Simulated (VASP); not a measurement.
Input of a VASP 6.6.1 run:

INCAR

```
SYSTEM = Pd
PREC = Accurate ; ENCUT = 520
EDIFF = 1E-6 ; ISMEAR = -1
SIGMA = 0.05 ; LREAL = .FALSE.
LASPH = .TRUE. ; NELM = 100
ALGO = Normal ; ISIF = 2
LWAVE = .FALSE. ; LCHARG = .FALSE.
GGA = PE ; NBANDS = 11
```

KPOINTS

```
Automatic mesh
0
G
  18 18 16
  0 0 0
```

Contents of POSCAR:

```
Pd
1.0
    2.4689304070      0.0000000000      0.0000000000
   -1.2344652035      2.1381564526      0.0000000000
    0.0000000000      0.0000000000      2.3887948635
Pd
1
Direct
    0.0000000000      0.0000000000      0.0000000000
```

Potentials or basis: VASP PAW PBE potentials, release 64 (Pd).

Command:

```console
$ cat potpaw_PBE.64/Pd/POTCAR > POTCAR
$ mpirun -np 1 vasp_std > vasp.out
```

Question: Predict the pressure.

Answer: 81.0 GPa.

Question: What does it give for the band gap on the k mesh?

Answer: Zero (bands 5 and 6 overlap by 3.34 eV).

Stress tensor (GPa, compression positive):
```
81.11  0.00  0.00
 0.00 81.11  0.00
 0.00  0.00 80.77
```

Caveat: the cell stands under pressure.
